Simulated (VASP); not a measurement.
# AlRu (Pm-3m) in VASP: a series of runs

Runs on AlRu. Level: LDA. Tasks: single point, relaxation of cell and atoms.

All numbers are computed with VASP 6.6.1; they aren't measurements. Logs are shortened: lines on timing, memory, paths and dates and some standing lists are left out, and cuts for length are marked.

## 1. The cell of the first run

Symmetry: Pm-3m, No. 221, cubic system. Conventional cell: a = 2.954 Å, b = 2.954 Å, c = 2.954 Å, α = 90.00°, β = 90.00°, γ = 90.00°. Within 3.4 Å of Al (site symmetry m-3m) lie 8 Ru at 2.56 Å and 6 Al at 2.95 Å. Within 3.4 Å of Ru (site symmetry m-3m) lie 8 Al at 2.56 Å and 6 Ru at 2.95 Å.

## 2. Single point, LDA

Contents of INCAR:

```
PREC     = Accurate       # precision mode
ENCUT    = 520            # plane-wave cutoff, eV
EDIFF    = 1E-6           # SCF threshold, eV
ISMEAR   = 0              # smearing method
SIGMA    = 0.1            # smearing width, eV
LREAL    = F              # projectors in reciprocal space
LASPH    = T              # aspherical terms in the spheres
NELM     = 100            # most SCF steps
ALGO     = Fast           # electronic algorithm
ISIF     = 2              # what is computed and relaxed
LWAVE    = F              # write WAVECAR
LCHARG   = F              # write CHGCAR
NBANDS   = 16             # bands
```

Contents of KPOINTS:

```
Automatic mesh
0
Gamma
  14 14 14
```

Contents of POSCAR:

```
AlRu
1.0
    2.9539306762      0.0000000000      0.0000000000
    0.0000000000      2.9539306762      0.0000000000
    0.0000000000      0.0000000000      2.9539306762
Al Ru
1 1
Direct
    0.0000000000      0.0000000000      0.0000000000
    0.5000000000      0.5000000000      0.5000000000
```

Potentials or basis: VASP PAW LDA potentials, release 64 (Al, Ru_pv).

Command:

```bash
> cat potpaw_LDA.64/Al/POTCAR potpaw_LDA.64/Ru_pv/POTCAR > POTCAR
> mpirun -np 1 vasp_std > vasp.out
```

OUTCAR:

```text
PREC = Accurate
   ENCUT = 520
   EDIFF = 1E-6
   ISMEAR = 0
   LREAL = F
   LASPH = T
   NELM = 100
   ISIF = 2

 ion  position               nearest neighbor table
   1  0.000  0.000  0.000-   2 2.56   2 2.56   2 2.56   2 2.56   2 2.56   2 2.56   2 2.56   2 2.56

   2  0.500  0.500  0.500-   1 2.56   1 2.56   1 2.56   1 2.56   1 2.56   1 2.56   1 2.56   1 2.56

  LATTYP: Found a simple cubic cell.
 ALAT       =     2.9539306762

  Lattice vectors:

 A1 = (   2.9539306762,   0.0000000000,   0.0000000000)
 A2 = (   0.0000000000,   2.9539306762,   0.0000000000)
 A3 = (   0.0000000000,   0.0000000000,   2.9539306762)

Analysis of symmetry for initial positions (statically):
=====================================================================
 Subroutine PRICEL returns:
 Original cell was already a primitive cell.

 Routine SETGRP: Setting up the symmetry group for a
 simple cubic supercell.

 Subroutine GETGRP returns: Found 48 space group operations
 (whereof 48 operations were pure point group operations)
 out of a pool of 48 trial point group operations.

The static configuration has the point symmetry O_h .

Analysis of symmetry for dynamics (positions and initial velocities):
=====================================================================
 Subroutine PRICEL returns:
 Original cell was already a primitive cell.

 Routine SETGRP: Setting up the symmetry group for a
 simple cubic supercell.

 Subroutine GETGRP returns: Found 48 space group operations
 (whereof 48 operations were pure point group operations)
 out of a pool of 48 trial point group operations.

The dynamic configuration has the point symmetry O_h .

 Subroutine INISYM returns: Found 48 space group operations
 (whereof 48 operations are pure point group operations),
 and found     1 'primitive' translations

----------------------------------------------------------------------------------------

                                     Primitive cell

  volume of cell :      25.7751

  direct lattice vectors                    reciprocal lattice vectors
     2.953930676  0.000000000  0.000000000     0.338531980  0.000000000  0.000000000
     0.000000000  2.953930676  0.000000000     0.000000000  0.338531980  0.000000000
     0.000000000  0.000000000  2.953930676     0.000000000  0.000000000  0.338531980

  length of vectors
     2.953930676  2.953930676  2.953930676     0.338531980  0.338531980  0.338531980

  position of ions in fractional coordinates (direct lattice)
     0.000000000  0.000000000  0.000000000
     0.500000000  0.500000000  0.500000000
[... 79 lines left out ...]
   EDIFFG = 0.1E-04   stopping-criterion for IOM
   NSW    =      0    number of steps for IOM
   IBRION =     -1    ionic relax: 0-MD 1-quasi-New 2-CG
   NFREE  =      0    steps in history (QN), initial steepest desc. (CG)
   ISIF   =      2    stress and relaxation
   ISYM   =      2    0-nonsym 1-usesym 2-fastsym
   POTIM  = 0.5000    time-step for ionic-motion
   TEBEG  =    0.0;   TEEND  =   0.0 temperature during run
   PSTRESS=    0.0 pullay stress
   NELECT =      17.0000    total number of electrons
   NUPDOWN=      -1.0000    fix difference up-down
   EMIN   =  10.00;   EMAX   =-10.00  energy-range for DOS
   EFERMI =   0.00;   METHOD = LEGACY
   ISMEAR =     0;   SIGMA  =   0.10  broadening in eV -4-tet -1-fermi 0-gaus
   EFERMI_NEDOS =   21; number of points for ismear=-14 and -15
   IALGO  =     68    algorithm
   IMIX   =      4    mixing-type and parameters
     AMIX     =   0.40;   BMIX     =  1.00
     AMIX_MAG =   1.60;   BMIX_MAG =  1.00
  volume/ion in A,a.u.               =      12.89        86.97
  Fermi-wavevector in a.u.,A,eV,Ry     =   1.425031  2.692917 27.629515  2.030712
  Thomas-Fermi vector in A             =   2.545458
   LORBIT       =      0    0 simple, 1 ext, 2 COOP (PROOUT), +10 PAW based schemes
   GGA     = CA    functional components
   LHFCALC =     F    Hartree Fock is set to
   AEXX    =    0.0000 exact exchange contribution
   IVDW    =     0    specifies the selected vdW correction
   LEPSILON=     F    determine dielectric tensor
   LRPA    =     F    only Hartree local field effects (RPA)
 non-spin polarized calculation
 RMM-DIIS sequential band-by-band and
 Gauss-broadening in eV      SIGMA  =   0.10
  energy-cutoff  :      520.00
  volume of cell :       25.78
 maximum number of plane-waves:       739
 NGX is ok and might be reduce to    24
   NGX = 11   NGY = 11   NGZ = 11

 number of electron      16.9999998 magnetization

 Free energy of the ion-electron system (eV)
  ---------------------------------------------------
  ext. energy  EPLUGINS =         0.00000000
  ---------------------------------------------------
  free energy    TOTEN  =       -16.18134471 eV

  energy without entropy =      -16.17234210  energy(sigma->0) =      -16.17684341

 E-fermi :  11.0596     XC(G=0): -12.9891

 val. band max:       11.0424898622   @ k =   0.0714   0.0714   0.0714
 cond. band min:      11.0653597180   @ k =   0.5000   0.2857   0.1429
 fundamental gap:      0.0228698558
 Fermi energy:        11.0595547455

 k-point     1 :       0.0000    0.0000    0.0000
  band No.  band energies     occupation
      1     -30.5180      2.00000
      2     -30.5180      2.00000
      3     -30.5180      2.00000
      4       1.1784      2.00000
      5       7.2585      2.00000
      6       7.2585      2.00000
[... 433 lines left out ...]
      3     -30.4926      2.00000
      4       4.1004      2.00000
      5       6.9723      2.00000
      6       8.3640      2.00000
[... 8 lines left out ...]
     15      23.9371      0.00000
     16      25.6441      0.00000

 [... further k-points ...]

------------------------ aborting loop because EDIFF is reached ----------------------------------------

  FORCE on cell =-STRESS in cart. coord.  units (eV):
  Direction    XX          YY          ZZ          XY          YZ          ZX
  --------------------------------------------------------------------------------------
  -------------------------------------------------------------------------------------
  Total        0.1009122      0.1009122      0.1009122      0.0000000      0.0000000      0.0000000
  in kB        6.2726840      6.2726840      6.2726840      0.0000000      0.0000000      0.0000000
  external PRESSURE =       6.2726840 kB  Pullay stress =       0.0000000 kB

 VOLUME and BASIS-vectors are now :
 -----------------------------------------------------------------------------
  energy-cutoff  :      520.00
  volume of cell :       25.78
      direct lattice vectors                 reciprocal lattice vectors
     2.953930676  0.000000000  0.000000000     0.338531980  0.000000000  0.000000000
     0.000000000  2.953930676  0.000000000     0.000000000  0.338531980  0.000000000
     0.000000000  0.000000000  2.953930676     0.000000000  0.000000000  0.338531980

 POSITION                                       TOTAL-FORCE (eV/Angst)
 -----------------------------------------------------------------------------------
      0.00000      0.00000      0.00000         0.000000      0.000000      0.000000
      1.47697      1.47697      1.47697         0.000000      0.000000      0.000000
 -----------------------------------------------------------------------------------
    total drift:                                0.000000     -0.000000     -0.000000

  FREE ENERGIE OF THE ION-ELECTRON SYSTEM (eV)
  ---------------------------------------------------
  free  energy   TOTEN  =       -16.1813447129 eV

  energy  without entropy=      -16.1723420994  energy(sigma->0) =      -16.17684341
```

OSZICAR:

```text
N       E                     dE             d eps       ncg     rms          rms(c)
DAV:   1     0.113937976020E+03    0.11394E+03   -0.92415E+03  3992   0.994E+02
DAV:   2    -0.149915527286E+02   -0.12893E+03   -0.12298E+03  4600   0.294E+02
DAV:   3    -0.168706562627E+02   -0.18791E+01   -0.18723E+01  4864   0.368E+01
DAV:   4    -0.168822643908E+02   -0.11608E-01   -0.11594E-01  4832   0.309E+00
DAV:   5    -0.168823890514E+02   -0.12466E-03   -0.12451E-03  4504   0.309E-01    0.134E+01
RMM:   6    -0.162744572859E+02    0.60793E+00   -0.19736E+00  3919   0.109E+01    0.252E+00
RMM:   7    -0.162009209676E+02    0.73536E-01   -0.12424E-01  3958   0.291E+00    0.222E+00
RMM:   8    -0.161815787614E+02    0.19342E-01   -0.18015E-02  4192   0.906E-01    0.194E-01
RMM:   9    -0.161813554355E+02    0.22333E-03   -0.12933E-03  4352   0.297E-01    0.134E-01
RMM:  10    -0.161813461937E+02    0.92419E-05   -0.17886E-04  4505   0.129E-01    0.316E-02
RMM:  11    -0.161813453811E+02    0.81258E-06   -0.44377E-05  4505   0.549E-02    0.207E-02
RMM:  12    -0.161813447129E+02    0.66815E-06   -0.97260E-06  4436   0.285E-02
   1 F= -.16181345E+02 E0= -.16176843E+02  d E =-.900261E-02
```

stdout:

```text
POSCAR found type information on POSCAR AlRu
 POSCAR found :  2 types and       2 ions
 scaLAPACK will be used
 LDA part: xc-table for (Slater(with rela. corr.)+CA(PZ))
 , standard interpolation
 POSCAR, INCAR and KPOINTS ok, starting setup
 FFT: planning ... GRIDC
 FFT: planning ... GRID_SOFT
 FFT: planning ... GRID
 WAVECAR not read
 entering main loop
```

Run time: 17 s. Hardware: 1 thread of Intel Xeon Platinum 8559C (Emerald Rapids), shared host; peak memory 0.16 GiB.

Results:

| Item | Value |
| --- | --- |
| Free energy | -16.1813 eV |
| Pressure | 0.6 GPa |

Levels at points of the mesh, in eV from the Fermi level:
```csv
k point,band 6,band 7,band 8,band 9,band 10,band 11,band 12,band 13
"(0.00, 0.00, 0.00)",-3.80,0.20,0.20,0.20,6.21,6.21,6.21,11.26
"(0.50, 0.00, 0.00)",-2.96,-1.69,-1.69,0.48,2.41,7.47,11.18,11.18
"(0.50, 0.50, 0.00)",-1.36,-1.36,-1.24,-1.24,1.61,5.52,6.62,10.77
"(0.50, 0.50, 0.50)",-4.84,1.71,1.71,2.71,4.23,4.23,4.23,8.94
```

## 3. Relaxation of cell and atoms, LDA

This run uses another cell than the first one, of 13.56 Å³/atom, 1.052 times its volume.

Contents of INCAR:

```
ALGO     = Normal         # electronic algorithm
EDIFF    = 1E-7           # SCF threshold, eV
EDIFFG   = -0.005         # ionic threshold
ENCUT    = 600            # plane-wave cutoff, eV
GGA      = CA             # functional
IBRION   = 2              # ionic algorithm
ISIF     = 3              # what is computed and relaxed
ISMEAR   = 0              # smearing method
LASPH    = T              # aspherical terms in the spheres
LCHARG   = F              # write CHGCAR
LREAL    = F              # projectors in reciprocal space
LWAVE    = F              # write WAVECAR
NELM     = 100            # most SCF steps
NSW      = 70             # ionic steps
PREC     = Accurate       # precision mode
SIGMA    = 0.1            # smearing width, eV
```

Contents of KPOINTS:

```
k-points
0
Gamma
  14 14 14
```

Contents of POSCAR:

```
AlRu
1.0
    3.0040846975      0.0000000000      0.0000000000
    0.0000000000      3.0040846975      0.0000000000
    0.0000000000      0.0000000000      3.0040846975
Al Ru
1 1
Direct
    0.0000000000      0.0000000000      0.0000000000
    0.5000000000      0.5000000000      0.5000000000
```

Potentials or basis: VASP PAW LDA potentials, release 64 (Al, Ru_pv).

Command:

```bash
> cat potpaw_LDA.64/Al/POTCAR potpaw_LDA.64/Ru_pv/POTCAR > POTCAR
> mpirun -np 1 vasp_std > vasp.out
```

OUTCAR:

```text
EDIFF = 1E-7
   EDIFFG = -0.005
   ENCUT = 600
   GGA = CA
   IBRION = 2
   ISIF = 3
   ISMEAR = 0
   LASPH = T
   LREAL = F
   NELM = 100
   NSW = 70
   PREC = Accurate

 ion  position               nearest neighbor table
   1  0.000  0.000  0.000-   2 2.60   2 2.60   2 2.60   2 2.60   2 2.60   2 2.60   2 2.60   2 2.60

   2  0.500  0.500  0.500-   1 2.60   1 2.60   1 2.60   1 2.60   1 2.60   1 2.60   1 2.60   1 2.60

  LATTYP: Found a simple cubic cell.
 ALAT       =     3.0040846975

  Lattice vectors:

 A1 = (   3.0040846975,   0.0000000000,   0.0000000000)
 A2 = (   0.0000000000,   3.0040846975,   0.0000000000)
 A3 = (   0.0000000000,   0.0000000000,   3.0040846975)

Analysis of symmetry for initial positions (statically):
=====================================================================
 Subroutine PRICEL returns:
 Original cell was already a primitive cell.

[... 305 lines left out ...]
      8      11.2227      0.00465
      9      11.2227      0.00465
     10      17.2205      0.00000
     11      17.2205      0.00000
     12      17.2205      0.00000
[... 331 lines left out ...]
 k-point    24 :       0.3571    0.2143    0.0000
  band No.  band energies     occupation
      1     -30.7415      2.00000
      2     -30.6298      2.00000
      3     -30.5293      2.00000
      4       4.0734      2.00000
      5       6.9460      2.00000
      6       8.3361      2.00000
      7       9.3265      2.00000
      8       9.7723      2.00000
      9      10.6684      2.00000
     10      13.7842      0.00000
     11      17.5810      0.00000
     12      20.0581      0.00000

 [... further k-points ...]

------------------------ aborting loop because EDIFF is reached ----------------------------------------

  FORCE on cell =-STRESS in cart. coord.  units (eV):
  Direction    XX          YY          ZZ          XY          YZ          ZX
  --------------------------------------------------------------------------------------
  -------------------------------------------------------------------------------------
  Total       -0.0015241     -0.0015241     -0.0015241      0.0000000     -0.0000000      0.0000000
  in kB       -0.0944976     -0.0944976     -0.0944976      0.0000000     -0.0000000      0.0000000
  external PRESSURE =      -0.0944976 kB  Pullay stress =       0.0000000 kB
[... 17 lines left out ...]
  FREE ENERGIE OF THE ION-ELECTRON SYSTEM (eV)
  ---------------------------------------------------
  free  energy   TOTEN  =       -16.1821263544 eV

  energy  without entropy=      -16.1730923905  energy(sigma->0) =      -16.17760937

 reached required accuracy - stopping structural energy minimisation
```

OSZICAR:

```text
N       E                     dE             d eps       ncg     rms          rms(c)
DAV:   1     0.127299399489E+03    0.12730E+03   -0.10422E+04  2936   0.149E+03
DAV:   2    -0.142064201052E+02   -0.14151E+03   -0.13551E+03  3036   0.374E+02
[... 33 lines left out ...]
   3 F= -.16182105E+02 E0= -.16177582E+02  d E =-.416218E-01
       N       E                     dE             d eps       ncg     rms          rms(c)
DAV:   1    -0.161824720125E+02   -0.36688E-03   -0.51418E-03  2976   0.103E+00    0.170E-01
DAV:   2    -0.161821641808E+02    0.30783E-03   -0.20755E-03  3036   0.549E-01    0.637E-02
DAV:   3    -0.161821268894E+02    0.37291E-04   -0.12248E-04  3012   0.132E-01    0.136E-02
DAV:   4    -0.161821263132E+02    0.57624E-06   -0.10306E-05  3000   0.245E-02    0.302E-03
DAV:   5    -0.161821263544E+02   -0.41177E-07   -0.31056E-07  3376   0.559E-03
   4 F= -.16182126E+02 E0= -.16177609E+02  d E =-.416430E-01
```

It took 33 s on 1 thread of Intel Xeon Platinum 8559C (Emerald Rapids), shared host; peak memory 0.17 GiB.

Results:

```yaml
Free_energy: -16.1821 eV
Relaxed_volume: 12.92 Å³/atom
Relaxed_cell: a = 2.956 Å, b = 2.956 Å, c = 2.956 Å, α = 90.00°, β = 90.00°, γ = 90.00°
Space_group_after_relaxing_to_0.05_Å: Pm-3m (No. 221)
Energy_gained_by_relaxing: 20.8 meV/atom
Ionic_steps: 4
Pressure_after_relaxing: 0.0 GPa
```

Step by step:
| step | energy change (eV) | largest force (eV/Å) | pressure (GPa) | volume (Å³) |
| --- | --- | --- | --- | --- |
| 1 | 0.0000 | 0.0000 | -10.03 | 27.11 |
| 2 | 0.0776 | 0.0000 | 21.29 | 23.91 |
| 3 | -0.0416 | 0.0000 | -0.25 | 25.87 |
| 4 | -0.0416 | 0.0000 | -0.01 | 25.84 |

Final structure:
```yaml
crystal:
  lattice:
    - [2.95640, 0.00000, 0.00000]
    - [0.00000, 2.95640, 0.00000]
    - [0.00000, 0.00000, 2.95640]
  atoms:
    - { symbol: Al, position: [0.00000, 0.00000, 0.00000] }
    - { symbol: Ru, position: [0.50000, 0.50000, 0.50000] }
```
